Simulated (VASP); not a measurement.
A run of VASP 6.6.1:

INCAR

```
ALGO     = Normal         # electronic algorithm
DIPOL    = 0.5 0.5 0.319
EDIFF    = 1E-6           # SCF threshold, eV
ENCUT    = 520            # plane-wave cutoff, eV
GGA      = PE             # functional
IDIPOL   = 3            
ISIF     = 2              # what is computed and relaxed
ISMEAR   = 0              # smearing method
IVDW     = 12             # dispersion correction
LASPH    = True           # aspherical terms in the spheres
LCHARG   = False          # write CHGCAR
LDIPOL   = True         
LREAL    = Auto         
LWAVE    = False          # write WAVECAR
NBANDS   = 132            # bands
NELM     = 100            # most SCF steps
PREC     = Accurate       # precision mode
SIGMA    = 0.1            # smearing width, eV
```

KPOINTS

```
k-points
0
Gamma
  6 6 1
```

Contents of POSCAR:

```
Ru16CO
1.0
    5.3951895594      0.0000000000      0.0000000000
   -2.6975947797      4.6723712167      0.0000000000
    0.0000000000      0.0000000000     25.0883144398
Ru O C
16 1 1
Direct
    0.3333333333      0.1666666667      0.1594367772
    0.3333333333      0.6666666667      0.1594367772
    0.8333333333      0.1666666667      0.1594367772
    0.8333333333      0.6666666667      0.1594367772
    0.1666666667      0.3333333333      0.2444528113
    0.1666666667      0.8333333333      0.2444528113
    0.6666666667      0.3333333333      0.2444528113
    0.6666666667      0.8333333333      0.2444528113
    0.3333333333      0.1666666667      0.3293143402
    0.3333333333      0.6666666667      0.3293143402
    0.8333333333      0.1666666667      0.3293143402
    0.8333333333      0.6666666667      0.3293143402
    0.1666666667      0.3333333333      0.4120768840
    0.1666666667      0.8333333333      0.4120768840
    0.6666666667      0.3333333333      0.4120768840
    0.6666666667      0.8333333333      0.4120768840
    0.3333333333      0.4166666667      0.5555699835
    0.3333333333      0.4166666667      0.6014080570
```

Potentials or basis: VASP PAW PBE potentials, release 64 (Ru_pv, O, C).

Command:

```console
$ cat potpaw_PBE.64/Ru_pv/POTCAR potpaw_PBE.64/O/POTCAR potpaw_PBE.64/C/POTCAR > POTCAR
$ mpirun -np 1 vasp_std > vasp.out
```

Hardware: 1 thread of Intel(R) Xeon(R) 6975P-C (Granite Rapids) (shared host).

**Question.** Estimate the wall time of this run.

**Answer.** It took 41 min on 1 thread of Intel(R) Xeon(R) 6975P-C (Granite Rapids), on a shared host, peak memory 1 GiB. Counts: scf iterations 35, k points 13.
